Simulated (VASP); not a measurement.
Here is a VASP 6.6.1 calculation.

The input INCAR:

```
SYSTEM = GaAs
  PREC = Accurate
  ENCUT = 520
  EDIFF = 1E-8
  ISMEAR = 0
  SIGMA = 0.01
  LREAL = .False.
  LASPH = .True.
  NELM = 100
  ALGO = Normal
  ISIF = 2
  LWAVE = .False.
  LCHARG = .False.
  GGA = PS
  IBRION = 8
  NSW = 1
```

The input KPOINTS:

```
Automatic mesh
0
Gamma
  8 8 8
  0 0 0
```

POSCAR

```
GaAs
1.0
    0.0000000000      2.8289864775      2.8289864775
    2.8289864775      0.0000000000      2.8289864775
    2.8289864775      2.8289864775      0.0000000000
Ga As
1 1
Direct
    0.0000000000      0.0000000000      0.0000000000
    0.7500000000      0.7500000000      0.7500000000
```

Potentials or basis: VASP PAW PBE potentials, release 64 (Ga_d, As).

Command:

```console
$ cat potpaw_PBE.64/Ga_d/POTCAR potpaw_PBE.64/As/POTCAR > POTCAR
$ mpirun -np 1 vasp_std > vasp.out
```

Task: Predict the highest phonon frequency at Γ, LO-TO splitting left out.

Result: 263 cm⁻¹.

Phonon frequencies in cm⁻¹ (negative: imaginary):
| q point | frequencies |
| --- | --- |
| (0.000, 0.000, 0.000) | 0 0 0 263 263 263 |
